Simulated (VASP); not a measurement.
Input of a VASP 6.6.1 run:

File INCAR:

```
ALGO = Normal
EDIFF = 1E-8
ENCUT = 520
GGA = PS
IBRION = 8
ISIF = 2
ISMEAR = 0
LASPH = True
LCHARG = False
LEPSILON = True
LREAL = False
LWAVE = False
NBANDS = 11
NELM = 60
NSW = 1
PREC = Accurate
SIGMA = 0.01
```

KPOINTS

```
k-points
0
Gamma
  8 8 8
```

Contents of POSCAR:

```
MgO
1.0
    0.0000000000      2.1070232062      2.1070232062
    2.1070232062      0.0000000000      2.1070232062
    2.1070232062      2.1070232062      0.0000000000
Mg O
1 1
Direct
    0.0000000000      0.0000000000      0.0000000000
    0.5000000000      0.5000000000      0.5000000000
```

Potentials or basis: VASP PAW PBE potentials, release 64 (Mg, O).

Launch:

```bash
$ cat potpaw_PBE.64/Mg/POTCAR potpaw_PBE.64/O/POTCAR > POTCAR
$ mpirun -np 1 vasp_std > vasp.out
```

What does it give for the electronic dielectric tensor (diagonal)?

3.17.

What does it give for the Born charges (mean of the diagonal)?

Mg +1.97; O -1.97 e.

Estimate the highest phonon frequency at Γ, LO-TO splitting left out.

390 cm⁻¹.

Phonon frequencies in cm⁻¹ (negative: imaginary):
```csv
q point,frequencies
"(0.000, 0.000, 0.000)",0 0 0 390 390 390
```
